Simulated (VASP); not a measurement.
# Ga (Pm-3m) in VASP: notebook

The runs below take Ga through single point, with PBE.

All numbers are computed with VASP 6.6.1; they aren't measurements. Logs are shortened: lines on timing, memory, paths and dates and some standing lists are left out, and cuts for length are marked.

## (1) The cell of the first run

It takes space group Pm-3m (No. 221, cubic). Conventional cell: a = 2.698 Å, b = 2.698 Å, c = 2.698 Å, α = 90.00°, β = 90.00°, γ = 90.00°. Within 3.6 Å of Ga (site symmetry m-3m) lie 6 Ga at 2.70 Å.

## (2) Single point, PBE

INCAR

```
PREC = Accurate
ENCUT = 500
EDIFF = 1E-6
ISMEAR = -1
SIGMA = 0.05
LREAL = False
LASPH = True
NELM = 120
ALGO = Normal
ISIF = 2
LWAVE = False
LCHARG = False
GGA = PE
NBANDS = 12
GGA_COMPAT = False
```

KPOINTS

```
Automatic mesh
0
Gamma
  10 10 10
```

POSCAR

```
Ga
1.0
    2.6982480413      0.0000000000      0.0000000000
    0.0000000000      2.6982480413      0.0000000000
    0.0000000000      0.0000000000      2.6982480413
Ga
1
Direct
    0.0000000000      0.0000000000      0.0000000000
```

Potentials or basis: VASP PAW PBE potentials, release 64 (Ga_d).

The run is started by

```bash
cat potpaw_PBE.64/Ga_d/POTCAR > POTCAR
mpirun -np 1 vasp_std > vasp.out
```

OUTCAR:

```text
PREC = Accurate
   ENCUT = 500
   EDIFF = 1E-6
   ISMEAR = -1
   LREAL = False
   LASPH = True
   NELM = 120
   ISIF = 2
   GGA = PE

 ion  position               nearest neighbor table
   1  0.000  0.000  0.000-

  LATTYP: Found a simple cubic cell.
 ALAT       =     2.6982480413

  Lattice vectors:

 A1 = (   2.6982480413,   0.0000000000,   0.0000000000)
 A2 = (   0.0000000000,   2.6982480413,   0.0000000000)
 A3 = (   0.0000000000,   0.0000000000,   2.6982480413)

Analysis of symmetry for initial positions (statically):
=====================================================================
 Subroutine PRICEL returns:
 Original cell was already a primitive cell.

 Routine SETGRP: Setting up the symmetry group for a
 simple cubic supercell.

 Subroutine GETGRP returns: Found 48 space group operations
 (whereof 48 operations were pure point group operations)
 out of a pool of 48 trial point group operations.

The static configuration has the point symmetry O_h .

Analysis of symmetry for dynamics (positions and initial velocities):
=====================================================================
 Subroutine PRICEL returns:
 Original cell was already a primitive cell.

 Routine SETGRP: Setting up the symmetry group for a
 simple cubic supercell.

 Subroutine GETGRP returns: Found 48 space group operations
 (whereof 48 operations were pure point group operations)
 out of a pool of 48 trial point group operations.

The dynamic configuration has the point symmetry O_h .

 Subroutine INISYM returns: Found 48 space group operations
 (whereof 48 operations are pure point group operations),
 and found     1 'primitive' translations

----------------------------------------------------------------------------------------

                                     Primitive cell

  volume of cell :      19.6447

  direct lattice vectors                    reciprocal lattice vectors
     2.698248041  0.000000000  0.000000000     0.370610850  0.000000000  0.000000000
     0.000000000  2.698248041  0.000000000     0.000000000  0.370610850  0.000000000
     0.000000000  0.000000000  2.698248041     0.000000000  0.000000000  0.370610850

  length of vectors
     2.698248041  2.698248041  2.698248041     0.370610850  0.370610850  0.370610850

  position of ions in fractional coordinates (direct lattice)
     0.000000000  0.000000000  0.000000000

  ion indices of the primitive-cell ions
   primitive index   ion index
                 1           1

----------------------------------------------------------------------------------------

 KPOINTS: Automatic mesh

Automatic generation of k-mesh.
 Grid dimensions read from file:
 generate k-points for:   10   10   10

 Generating k-lattice:

  Cartesian coordinates                     Fractional coordinates (reciprocal lattice)
     0.037061085  0.000000000  0.000000000     0.100000000  0.000000000  0.000000000
     0.000000000  0.037061085  0.000000000     0.000000000  0.100000000  0.000000000
     0.000000000  0.000000000  0.037061085     0.000000000  0.000000000  0.100000000

  Length of vectors
     0.037061085  0.037061085  0.037061085

  Shift w.r.t. Gamma in fractional coordinates (k-lattice)
     0.000000000  0.000000000  0.000000000

 Subroutine IBZKPT returns following result:
 ===========================================

 Found     56 irreducible k-points:

 Following reciprocal coordinates:
            Coordinates               Weight
  0.000000  0.000000  0.000000      1.000000
  0.100000  0.000000  0.000000      6.000000
  0.200000  0.000000  0.000000      6.000000
  0.300000  0.000000  0.000000      6.000000
  0.400000  0.000000  0.000000      6.000000
  0.500000  0.000000  0.000000      3.000000
[... 16 lines left out ...]
  0.200000  0.100000  0.100000     24.000000
  0.300000  0.100000  0.100000     24.000000
 [... further k-points ...]
   k-points           NKPTS =     56   k-points in BZ     NKDIM =     56   number of bands    NBANDS=     12
   number of dos      NEDOS =    301   number of ions     NIONS =      1
   total plane-waves  NPLWV =   8000
   dimension x,y,z NGX =    20 NGY =   20 NGZ =   20
   dimension x,y,z NGXF=    40 NGYF=   40 NGZF=   40
   ions per type =               1
   NGX,Y,Z   is equivalent  to a cutoff of  12.32, 12.32, 12.32 a.u.
   NGXF,Y,Z  is equivalent  to a cutoff of  24.65, 24.65, 24.65 a.u.
 SYSTEM =  unknown system
   PREC   = accura    normal or accurate (medium, high low for compatibility)
   ISTART =      0    job   : 0-new  1-cont  2-samecut
   ICHARG =      2    charge: 1-file 2-atom 10-const
   ISPIN  =      1    spin polarized calculation?
   LNONCOLLINEAR =      F non collinear calculations
   LSORBIT =      F    spin-orbit coupling
   LASPH  =      T    aspherical Exc in radial PAW
   ENCUT  =  500.0 eV  36.75 Ry    6.06 a.u.   4.92  4.92  4.92*2*pi/ulx,y,z
   NELM   =    120;   NELMIN=  2; NELMDL= -5     # of ELM steps
   EDIFF  = 0.1E-05   stopping-criterion for ELM
   LREAL  =      F    real-space projection
   EDIFFG = 0.1E-04   stopping-criterion for IOM
   NSW    =      0    number of steps for IOM
   IBRION =     -1    ionic relax: 0-MD 1-quasi-New 2-CG
   NFREE  =      0    steps in history (QN), initial steepest desc. (CG)
   ISIF   =      2    stress and relaxation
   ISYM   =      2    0-nonsym 1-usesym 2-fastsym
   POTIM  = 0.5000    time-step for ionic-motion
   TEBEG  =    0.0;   TEEND  =   0.0 temperature during run
   PSTRESS=    0.0 pullay stress
   NELECT =      13.0000    total number of electrons
   NUPDOWN=      -1.0000    fix difference up-down
   EMIN   =  10.00;   EMAX   =-10.00  energy-range for DOS
   EFERMI =   0.00;   METHOD = LEGACY
   ISMEAR =    -1;   SIGMA  =   0.05  broadening in eV -4-tet -1-fermi 0-gaus
   EFERMI_NEDOS =   21; number of points for ismear=-14 and -15
   IALGO  =     38    algorithm
   IMIX   =      4    mixing-type and parameters
     AMIX     =   0.40;   BMIX     =  1.00
     AMIX_MAG =   1.60;   BMIX_MAG =  1.00
  volume/ion in A,a.u.               =      19.64       132.57
  Fermi-wavevector in a.u.,A,eV,Ry     =   1.426617  2.695915 27.691070  2.035236
  Thomas-Fermi vector in A             =   2.546875
   LORBIT       =      0    0 simple, 1 ext, 2 COOP (PROOUT), +10 PAW based schemes
   GGA     = PE    functional components
   LHFCALC =     F    Hartree Fock is set to
   AEXX    =    0.0000 exact exchange contribution
   IVDW    =     0    specifies the selected vdW correction
   LEPSILON=     F    determine dielectric tensor
   LRPA    =     F    only Hartree local field effects (RPA)
 non-spin polarized calculation
  energy-cutoff  :      500.00
  volume of cell :       19.64
 maximum number of plane-waves:       516
 NGX is ok and might be reduce to    20
   NGX =  9   NGY =  9   NGZ =  9

 number of electron      13.0000020 magnetization

 Free energy of the ion-electron system (eV)
  ---------------------------------------------------
  ext. energy  EPLUGINS =         0.00000000
  ---------------------------------------------------
  free energy    TOTEN  =        -2.82941903 eV

  energy without entropy =       -2.82404216  energy(sigma->0) =       -2.82673059

 E-fermi :   4.9554     XC(G=0): -10.7347

 val. band max:        4.9465270474   @ k =   0.4000   0.4000   0.1000
 cond. band min:       4.9641417436   @ k =   0.5000   0.4000   0.4000
 fundamental gap:      0.0176146962
 Fermi energy:         4.9553518480

 k-point     1 :       0.0000    0.0000    0.0000
  band No.  band energies     occupation
      1     -10.2112      2.00000
      2     -10.2112      2.00000
      3      -9.6725      2.00000
      4      -9.6725      2.00000
      5      -9.6725      2.00000
      6      -5.7674      2.00000
      7      14.0231      0.00000
      8      14.0231      0.00000
      9      14.0231      0.00000
     10      16.9445      0.00000
     11      16.9445      0.00000
     12      19.5185      0.00000

 k-point     2 :       0.1000    0.0000    0.0000
  band No.  band energies     occupation
      1     -10.2072      2.00000
      2     -10.1766      2.00000
      3      -9.6868      2.00000
      4      -9.6868      2.00000
      5      -9.6713      2.00000
      6      -5.5613      2.00000
      7      11.4767      0.00000
      8      14.2378      0.00000
      9      14.2378      0.00000
     10      17.1190      0.00000
     11      18.4585      0.00000
     12      21.0478      0.00000

 k-point     3 :       0.2000    0.0000    0.0000
  band No.  band energies     occupation
      1     -10.1967      2.00000
      2     -10.0889      2.00000
      3      -9.7241      2.00000
      4      -9.7241      2.00000
      5      -9.6682      2.00000
      6      -4.9376      2.00000
      7       8.1011      0.00000
      8      14.8634      0.00000
      9      14.8634      0.00000
     10      17.6433      0.00000
     11      19.2243      0.00000
     12      25.0565      0.00000
[... 286 lines left out ...]
 k-point    23 :       0.2000    0.1000    0.1000
  band No.  band energies     occupation
      1     -10.1421      2.00000
      2     -10.0598      2.00000
      3      -9.7444      2.00000
      4      -9.7385      2.00000
      5      -9.6970      2.00000
      6      -4.5268      2.00000
      7       8.4736      0.00000
      8      12.2140      0.00000
      9      12.9382      0.00000
     10      21.0031      0.00000
     11      21.6928      0.00000
     12      24.7451      0.00000

 k-point    24 :       0.3000    0.1000    0.1000
  band No.  band energies     occupation
      1     -10.1295      2.00000
      2      -9.9507      2.00000
      3      -9.7943      2.00000
      4      -9.7864      2.00000
      5      -9.6925      2.00000
      6      -3.4869      2.00000
      7       5.3963      0.00030
      8      13.1561      0.00000
      9      13.9150      0.00000
     10      21.3532      0.00000
     11      21.6698      0.00000
     12      22.8892      0.00000

 [... further k-points ...]
[... 5 lines left out ...]
  --------------------------------------------------------------------------------------
  -------------------------------------------------------------------------------------
  Total        0.1257295      0.1257295      0.1257295     -0.0000000      0.0000000      0.0000000
  in kB       10.2542093     10.2542093     10.2542093     -0.0000000      0.0000000      0.0000000
  external PRESSURE =      10.2542093 kB  Pullay stress =       0.0000000 kB

 VOLUME and BASIS-vectors are now :
 -----------------------------------------------------------------------------
  energy-cutoff  :      500.00
  volume of cell :       19.64
      direct lattice vectors                 reciprocal lattice vectors
     2.698248041  0.000000000  0.000000000     0.370610850  0.000000000  0.000000000
     0.000000000  2.698248041  0.000000000     0.000000000  0.370610850  0.000000000
     0.000000000  0.000000000  2.698248041     0.000000000  0.000000000  0.370610850

 POSITION                                       TOTAL-FORCE (eV/Angst)
 -----------------------------------------------------------------------------------
      0.00000      0.00000      0.00000         0.000000      0.000000      0.000000
 -----------------------------------------------------------------------------------
    total drift:                               -0.000000      0.000000      0.000000

  FREE ENERGIE OF THE ION-ELECTRON SYSTEM (eV)
  ---------------------------------------------------
  free  energy   TOTEN  =        -2.8294190258 eV

  energy  without entropy=       -2.8240421568  energy(sigma->0) =       -2.82673059
```

Run time: 11 s. Hardware: 1 thread of Intel Xeon 8259CL, shared host; peak memory 0.13 GiB.

What came out:

```yaml
Free_energy: -2.8294 eV
Pressure: 1.0 GPa
```

Levels at points of the mesh, in eV from the Fermi level:
| k point | band 4 | band 5 | band 6 | band 7 | band 8 | band 9 |
| --- | --- | --- | --- | --- | --- | --- |
| (0.00, 0.00, 0.00) | -14.63 | -14.63 | -10.72 | 9.07 | 9.07 | 9.07 |
| (0.50, 0.00, 0.00) | -14.78 | -14.62 | -6.26 | -4.22 | 12.58 | 12.58 |
| (0.50, 0.50, 0.00) | -14.75 | -14.49 | -1.60 | -0.71 | -0.71 | 4.20 |
| (0.50, 0.50, 0.50) | -14.48 | -14.48 | 2.65 | 2.65 | 2.65 | 3.98 |

## (3) Single point, PBE

This run uses another cell than the first one, of 20.05 Å³/atom, 1.020 times its volume.

INCAR

```
PREC = Accurate ; ENCUT = 500
EDIFF = 1E-6 ; ISMEAR = 0
SIGMA = 0.013000000000000001 ; LREAL = False
LASPH = True ; NELM = 120
ALGO = Normal ; ISIF = 2
LWAVE = False ; LCHARG = False
GGA = PE ; NBANDS = 12
GGA_COMPAT = False
```

KPOINTS is that of step 2.

POSCAR

```
Ga
1.0
    2.7164800000      0.0000000000      0.0000000000
    0.0000000000      2.7164800000      0.0000000000
    0.0000000000      0.0000000000      2.7164800000
Ga
1
Direct
    0.0000000000      0.0000000000      0.0000000000
```

Potentials or basis: VASP PAW PBE potentials, release 64 (Ga_d).

The run is started by

```bash
cat potpaw_PBE.64/Ga_d/POTCAR > POTCAR
mpirun -np 1 vasp_std > vasp.out
```

Wall time 5 s (1 thread of Intel Xeon Platinum 8488C (Sapphire Rapids), shared host); peak memory 0.13 GiB.

It converged, with:

```
Free energy : -2.8281 eV
Pressure    : 0.7 GPa
```

Levels at points of the mesh, in eV from the Fermi level:
```csv
k point,band 3,band 4,band 5,band 6,band 7,band 8,band 9,band 10
"(0.00, 0.00, 0.00)",-14.60,-14.60,-14.60,-10.57,8.95,8.95,8.95,11.88
"(0.50, 0.00, 0.00)",-14.74,-14.74,-14.58,-6.21,-4.11,12.37,12.37,15.58
"(0.50, 0.50, 0.00)",-14.72,-14.72,-14.46,-1.66,-0.67,-0.67,4.21,15.88
"(0.50, 0.50, 0.50)",-14.93,-14.45,-14.45,2.62,2.62,2.62,3.76,8.19
```

## (4) Single point, PBE

This run uses another cell than the first one, of 20.05 Å³/atom, 1.020 times its volume.

INCAR

```
SYSTEM = Ga
ALGO = Normal ; EDIFF = 1E-6
ENCUT = 500 ; GGA = PE
GGA_COMPAT = .FALSE. ; ISIF = 2
ISMEAR = 0 ; LASPH = .TRUE.
LCHARG = .FALSE. ; LREAL = .FALSE.
LWAVE = .FALSE. ; NBANDS = 12
NELM = 120 ; PREC = Accurate
SIGMA = 0.014
```

KPOINTS

```
k-points
0
G
  10 10 10
  0 0 0
```

POSCAR is that of step 3.

Potentials or basis: VASP PAW PBE potentials, release 64 (Ga_d).

The run is started by

```bash
cat potpaw_PBE.64/Ga_d/POTCAR > POTCAR
mpirun -np 1 vasp_std > vasp.out
```

OUTCAR:

```text
SYSTEM = Ga
   EDIFF = 1E-6
   ENCUT = 500
   GGA = PE
   ISIF = 2
   ISMEAR = 0
   LASPH = .TRUE.
   LREAL = .FALSE.
   NELM = 120
   PREC = Accurate

 ion  position               nearest neighbor table
   1  0.000  0.000  0.000-

  LATTYP: Found a simple cubic cell.
 ALAT       =     2.7164800000

  Lattice vectors:

 A1 = (   2.7164800000,   0.0000000000,   0.0000000000)
 A2 = (   0.0000000000,   2.7164800000,   0.0000000000)
 A3 = (   0.0000000000,   0.0000000000,   2.7164800000)
[... 530 lines left out ...]
      3      -9.9404      2.00000
      4      -9.9331      2.00000
      5      -9.8437      2.00000
      6      -3.5550      2.00000
      7       5.2230      0.00000
      8      12.8690      0.00000
      9      13.5994      0.00000
     10      20.9598      0.00000
     11      21.2983      0.00000
     12      22.5184      0.00000

 [... further k-points ...]
[... 5 lines left out ...]
  --------------------------------------------------------------------------------------
  -------------------------------------------------------------------------------------
  Total        0.0811665      0.0811665      0.0811665      0.0000000     -0.0000000     -0.0000000
  in kB        6.4873601      6.4873601      6.4873601      0.0000000     -0.0000000     -0.0000000
  external PRESSURE =       6.4873601 kB  Pullay stress =       0.0000000 kB

 VOLUME and BASIS-vectors are now :
 -----------------------------------------------------------------------------
  energy-cutoff  :      500.00
  volume of cell :       20.05
      direct lattice vectors                 reciprocal lattice vectors
     2.716480000  0.000000000  0.000000000     0.368123454  0.000000000  0.000000000
     0.000000000  2.716480000  0.000000000     0.000000000  0.368123454  0.000000000
     0.000000000  0.000000000  2.716480000     0.000000000  0.000000000  0.368123454

 POSITION                                       TOTAL-FORCE (eV/Angst)
 -----------------------------------------------------------------------------------
      0.00000      0.00000      0.00000         0.000000      0.000000      0.000000
 -----------------------------------------------------------------------------------
    total drift:                               -0.000000      0.000000      0.000000

  FREE ENERGIE OF THE ION-ELECTRON SYSTEM (eV)
  ---------------------------------------------------
  free  energy   TOTEN  =        -2.8280904880 eV

  energy  without entropy=       -2.8280688137  energy(sigma->0) =       -2.82807965
```

stdout:

```text
POSCAR found type information on POSCAR Ga
 POSCAR found :  1 types and       1 ions
 scaLAPACK will be used
 LDA part: xc-table for (Slater+PW92), standard interpolation
 POSCAR, INCAR and KPOINTS ok, starting setup
 FFT: planning ... GRIDC
 FFT: planning ... GRID_SOFT
 FFT: planning ... GRID
 WAVECAR not read
 entering main loop
```

It took 4.8 s on 1 thread of Intel Xeon Platinum 8488C (Sapphire Rapids), shared host; peak memory 0.13 GiB.

Results:

* Free energy: -2.8281 eV
* Pressure: 0.6 GPa

## (5) Single point, PBE

This run uses another cell than the first one, of 20.05 Å³/atom, 1.020 times its volume.

INCAR

```
PREC = Accurate
ENCUT = 500
EDIFF = 1E-6
ISMEAR = 0
SIGMA = 0.015
LREAL = F
LASPH = T
NELM = 120
ALGO = Normal
ISIF = 2
LWAVE = F
LCHARG = F
GGA = PE
NBANDS = 12
GGA_COMPAT = F
```

KPOINTS

```
Automatic mesh
0
Gamma
  10 10 10
```

POSCAR is that of step 4.

The run is started by

```bash
cat potpaw_PBE.64/Ga_d/POTCAR > POTCAR
mpirun -np 1 vasp_std > vasp.out
```

Run time: 4.6 s. Hardware: 1 thread of Intel Xeon Platinum 8488C (Sapphire Rapids), shared host; peak memory 0.13 GiB.

Results (log left out):

- Free energy: -2.8281 eV
- Pressure: 0.6 GPa

Levels at points of the mesh, in eV from the Fermi level:
```tsv
k point	band 2	band 3	band 4	band 5	band 6	band 7	band 8	band 9	band 10	band 11
(0.00, 0.00, 0.00)	-15.11	-14.60	-14.60	-14.60	-10.57	8.95	8.95	8.95	11.88	11.88
(0.50, 0.00, 0.00)	-14.79	-14.74	-14.74	-14.58	-6.21	-4.10	12.37	12.37	15.58	16.42
(0.50, 0.50, 0.00)	-14.92	-14.72	-14.72	-14.46	-1.66	-0.67	-0.67	4.21	15.88	20.46
(0.50, 0.50, 0.50)	-14.93	-14.93	-14.45	-14.45	2.62	2.62	2.62	3.76	8.19	8.19
```

[end of part 1 of 2]
